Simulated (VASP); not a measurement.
# Ni (Fm-3m) in VASP: a series of runs, part 2 of 2

VASP 6.6.1.

### Step 4. Relaxation of cell and atoms, LDA, collinear spin, ferromagnetic start, target pressure 230 GPa, at which the enthalpy is minimised

This run uses another cell than the first one, of 6.89 Å³/atom, 0.997 times its volume.

The input, INCAR:

```
SYSTEM = Ni
PREC = Accurate ; ENCUT = 600
EDIFF = 1E-6 ; ISMEAR = -1
SIGMA = 0.1 ; LREAL = .False.
LASPH = .True. ; NELM = 150
ALGO = Normal ; ISIF = 3
LWAVE = .False. ; LCHARG = .False.
ISPIN = 2 ; MAGMOM = 1
LORBIT = 11 ; LMAXMIX = 4
IBRION = 2 ; NSW = 60
EDIFFG = -0.005 ; PSTRESS = 2300.0
```

The input, KPOINTS:

```
Automatic mesh
0
Gamma
  22 22 22
  0 0 0
```

The input, POSCAR:

```
Ni
1.0
    0.0000000000      1.5103925775      1.5103925775
    1.5103925775      0.0000000000      1.5103925775
    1.5103925775      1.5103925775      0.0000000000
Ni
1
Direct
    0.0000000000      0.0000000000      0.0000000000
```

Potentials or basis: VASP PAW LDA potentials, release 64 (Ni).

Started as:

```bash
> cat potpaw_LDA.64/Ni/POTCAR > POTCAR
> mpirun -np 1 vasp_std > vasp.out
```

OUTCAR:

```text
SYSTEM = Ni
   PREC = Accurate
   ENCUT = 600
   EDIFF = 1E-6
   ISMEAR = -1
   LREAL = .False.
   LASPH = .True.
   NELM = 150
   ISIF = 3
   ISPIN = 2
   LORBIT = 11
   IBRION = 2
   NSW = 60
   EDIFFG = -0.005
   PSTRESS = 2300.0

 ion  position               nearest neighbor table
   1  0.000  0.000  0.000-

  LATTYP: Found a face centered cubic cell.
 ALAT       =     3.0207851550

  Lattice vectors:

 A1 = (   0.0000000000,   1.5103925775,   1.5103925775)
 A2 = (   1.5103925775,   0.0000000000,   1.5103925775)
 A3 = (   1.5103925775,   1.5103925775,   0.0000000000)

Analysis of symmetry for initial positions (statically):
=====================================================================
 Subroutine PRICEL returns:
 Original cell was already a primitive cell.

 Routine SETGRP: Setting up the symmetry group for a
 face centered cubic supercell.

 Subroutine GETGRP returns: Found 48 space group operations
 (whereof 48 operations were pure point group operations)
 out of a pool of 48 trial point group operations.

The static configuration has the point symmetry O_h .

Analysis of symmetry for dynamics (positions and initial velocities):
=====================================================================
 Subroutine PRICEL returns:
 Original cell was already a primitive cell.

 Routine SETGRP: Setting up the symmetry group for a
 face centered cubic supercell.

 Subroutine GETGRP returns: Found 48 space group operations
 (whereof 48 operations were pure point group operations)
 out of a pool of 48 trial point group operations.

The dynamic configuration has the point symmetry O_h .

Analysis of structural, dynamic, and magnetic symmetry:
=====================================================================
 Subroutine PRICEL returns:
 Original cell was already a primitive cell.

 Routine SETGRP: Setting up the symmetry group for a
 face centered cubic supercell.

 Subroutine GETGRP returns: Found 48 space group operations
 (whereof 48 operations were pure point group operations)
 out of a pool of 48 trial point group operations.

The overall configuration has the point symmetry O_h .

 Subroutine INISYM returns: Found 48 space group operations
 (whereof 48 operations are pure point group operations),
 and found     1 'primitive' translations

----------------------------------------------------------------------------------------

                                     Primitive cell

  volume of cell :       6.8913

  direct lattice vectors                    reciprocal lattice vectors
     0.000000000  1.510392577  1.510392577    -0.331039762  0.331039762  0.331039762
     1.510392577  0.000000000  1.510392577     0.331039762 -0.331039762  0.331039762
     1.510392577  1.510392577  0.000000000     0.331039762  0.331039762 -0.331039762

  length of vectors
     2.136017668  2.136017668  2.136017668     0.573377688  0.573377688  0.573377688

  position of ions in fractional coordinates (direct lattice)
     0.000000000  0.000000000  0.000000000

  ion indices of the primitive-cell ions
   primitive index   ion index
                 1           1

----------------------------------------------------------------------------------------

 KPOINTS: Automatic mesh

Automatic generation of k-mesh.
 Grid dimensions read from file:
 generate k-points for:   22   22   22

 Generating k-lattice:

[... 53 lines left out ...]
   ISTART =      0    job   : 0-new  1-cont  2-samecut
   ICHARG =      2    charge: 1-file 2-atom 10-const
   ISPIN  =      2    spin polarized calculation?
   LNONCOLLINEAR =      F non collinear calculations
   LSORBIT =      F    spin-orbit coupling
   LASPH  =      T    aspherical Exc in radial PAW
   ENCUT  =  600.0 eV  44.10 Ry    6.64 a.u.   4.27  4.27  4.27*2*pi/ulx,y,z
   NELM   =    150;   NELMIN=  2; NELMDL= -5     # of ELM steps
   EDIFF  = 0.1E-05   stopping-criterion for ELM
   LREAL  =      F    real-space projection
   EDIFFG = -.5E-02   stopping-criterion for IOM
   NSW    =     60    number of steps for IOM
   IBRION =      2    ionic relax: 0-MD 1-quasi-New 2-CG
   NFREE  =      1    steps in history (QN), initial steepest desc. (CG)
   ISIF   =      3    stress and relaxation
   ISYM   =      2    0-nonsym 1-usesym 2-fastsym
   POTIM  = 0.5000    time-step for ionic-motion
   TEBEG  =    0.0;   TEEND  =   0.0 temperature during run
   PSTRESS= 2300.0 pullay stress
   NELECT =      10.0000    total number of electrons
   NUPDOWN=      -1.0000    fix difference up-down
   EMIN   =  10.00;   EMAX   =-10.00  energy-range for DOS
   EFERMI =   0.00;   METHOD = LEGACY
   ISMEAR =    -1;   SIGMA  =   0.10  broadening in eV -4-tet -1-fermi 0-gaus
   EFERMI_NEDOS =   21; number of points for ismear=-14 and -15
   IALGO  =     38    algorithm
   IMIX   =      4    mixing-type and parameters
     AMIX     =   0.40;   BMIX     =  1.00
     AMIX_MAG =   1.60;   BMIX_MAG =  1.00
  volume/ion in A,a.u.               =       6.89        46.50
  Fermi-wavevector in a.u.,A,eV,Ry     =   1.853425  3.502465 46.738513  3.435184
  Thomas-Fermi vector in A             =   2.902962
   LORBIT       =     11    0 simple, 1 ext, 2 COOP (PROOUT), +10 PAW based schemes
   GGA     = CA    functional components
   LHFCALC =     F    Hartree Fock is set to
   AEXX    =    0.0000 exact exchange contribution
   IVDW    =     0    specifies the selected vdW correction
   LEPSILON=     F    determine dielectric tensor
   LRPA    =     F    only Hartree local field effects (RPA)
 conjugate gradient relaxation of ions
 spin polarized calculation
  energy-cutoff  :      600.00
  volume of cell :        6.89
 maximum number of plane-waves:       259
 NGX is ok and might be reduce to    18
   NGX =  9   NGY =  9   NGZ =  9

--------------------------------------- Ionic step        1  -------------------------------------------

 number of electron      10.0000007 magnetization       0.2801895

 Free energy of the ion-electron system (eV)
  ---------------------------------------------------
  ext. energy  EPLUGINS =         0.00000000
  ---------------------------------------------------
  free energy    TOTEN  =        -5.01002177 eV

  energy without entropy =       -4.95791082  energy(sigma->0) =       -4.98396630

------------------------ aborting loop because EDIFF is reached ----------------------------------------

  FORCE on cell =-STRESS in cart. coord.  units (eV):
  Direction    XX          YY          ZZ          XY          YZ          ZX
  --------------------------------------------------------------------------------------
  -------------------------------------------------------------------------------------
  Total       10.0254083     10.0254083     10.0254083     -0.0000000      0.0000000     -0.0000000
  in kB     2330.8435738   2330.8435738   2330.8435738     -0.0000000      0.0000000     -0.0000000
  external PRESSURE =      30.8435738 kB  Pullay stress =    2300.0000000 kB
[... 61 lines left out ...]
--------------------------------------- Ionic step        3  -------------------------------------------

 number of electron      10.0000007 magnetization       0.2868225

 Free energy of the ion-electron system (eV)
  ---------------------------------------------------
  ext. energy  EPLUGINS =         0.00000000
  ---------------------------------------------------
  free energy    TOTEN  =        -5.03651404 eV

  energy without entropy =       -4.98460160  energy(sigma->0) =       -5.01055782

 E-fermi :  17.3725     XC(G=0): -16.5194

 val. band max:       17.3707782053   @ k =  -0.4091   0.2273   0.0909
 cond. band min:      17.3748287965   @ k =   0.4545   0.2273   0.0455
 fundamental gap:      0.0040505912
 Fermi energy:        17.3724602045

 spin component 1

 k-point     1 :       0.0000    0.0000    0.0000
  band No.  band energies     occupation
      1       4.8459      1.00000
      2      13.5113      1.00000
      3      13.5113      1.00000
      4      13.5113      1.00000
      5      15.7394      1.00000
      6      15.7394      1.00000
      7      44.6036      0.00000
      8      52.2516      0.00000
      9      52.2516      0.00000
     10      52.2516      0.00000
[... 287 lines left out ...]
 k-point    24 :      -0.4545    0.0455    0.0000
  band No.  band energies     occupation
      1       9.4175      1.00000
      2      13.3446      1.00000
      3      13.4724      1.00000
      4      15.6280      1.00000
      5      17.0981      0.93957
      6      17.8522      0.00818
      7      27.6887      0.00000
      8      42.8108      0.00000
      9      49.4440      0.00000
     10      50.3986      0.00000

 [... further k-points ...]

 spin component 2

 k-point     1 :       0.0000    0.0000    0.0000
  band No.  band energies     occupation
      1       4.8869      1.00000
      2      13.8057      1.00000
      3      13.8057      1.00000
      4      13.8057      1.00000
      5      16.0169      1.00000
      6      16.0169      1.00000
      7      44.6242      0.00000
      8      52.2826      0.00000
      9      52.2826      0.00000
     10      52.2826      0.00000
[... 331 lines left out ...]
  energy  without entropy=       -4.9846016003  energy(sigma->0) =       -5.01055782

  enthalpy is  TOTEN    =         4.8825506728 eV   P V=        9.9190647147

 reached required accuracy - stopping structural energy minimisation

 total charge

# of ion       s       p       d       tot
------------------------------------------
    1        0.760   1.067   8.767  10.594

 magnetization (x)

# of ion       s       p       d       tot
------------------------------------------
    1       -0.003  -0.010   0.288   0.275
```

It used 71 s of CPU time on 1 thread of Intel(R) Xeon(R) Platinum 8488C (Sapphire Rapids) (shared host).

What came out:

* Free energy: -5.0365 eV
* Relaxed volume: 6.91 Å³/atom
* Relaxed cell: a = 2.138 Å, b = 2.138 Å, c = 2.138 Å, α = 60.00°, β = 60.00°, γ = 60.00°
* Space group after relaxing (to 0.05 Å): Fm-3m (No. 225)
* Energy change on relaxing (the enthalpy is what falls): -26.5 meV/atom
* Ionic steps: 3
* Pressure after relaxing: 230.0 GPa
* Net moment: 0.29 μB per cell
* Site moments: Ni +0.28 μB

The path:
```csv
step,energy change (eV),largest force (eV/Å),pressure (GPa),volume (Å³)
1,0.0000,0.0000,233.08,6.89
2,-0.1846,0.0000,211.40,7.02
3,-0.0265,0.0000,229.97,6.91
```

Final structure:
```
CELL_PARAMETERS angstrom
0.00000 1.51173 1.51173
1.51173 0.00000 1.51173
1.51173 1.51173 0.00000
ATOMIC_POSITIONS crystal
Ni 0.00000 0.00000 0.00000
```

Levels at points of the mesh, in eV from the Fermi level:
Spin up:
```
           k point  band 1  band 2  band 3  band 4  band 5  band 6  band 7  band 8  band 9  band 10
(0.00, 0.00, 0.00)  -12.53   -3.86   -3.86   -3.86   -1.63   -1.63   27.23   34.88   34.88    34.88
(0.50, 0.00, 0.00)   -8.03   -3.96   -3.96   -1.02   -0.19   -0.19   10.07   25.56   33.35    33.35
(0.50, 0.50, 0.00)   -8.35   -7.41   -0.19    0.16    0.16    3.06   14.30   19.61   19.61    26.86
```
Spin down:
```
           k point  band 1  band 2  band 3  band 4  band 5  band 6  band 7  band 8  band 9  band 10
(0.00, 0.00, 0.00)  -12.49   -3.57   -3.57   -3.57   -1.36   -1.36   27.25   34.91   34.91    34.91
(0.50, 0.00, 0.00)   -7.84   -3.70   -3.70   -0.98    0.13    0.13   10.28   25.57   33.43    33.43
(0.50, 0.50, 0.00)   -8.19   -7.17    0.10    0.51    0.51    3.12   14.46   19.66   19.66    27.01
```

Caveat: the cell is relaxed towards a set pressure, so the enthalpy falls and the energy may rise.
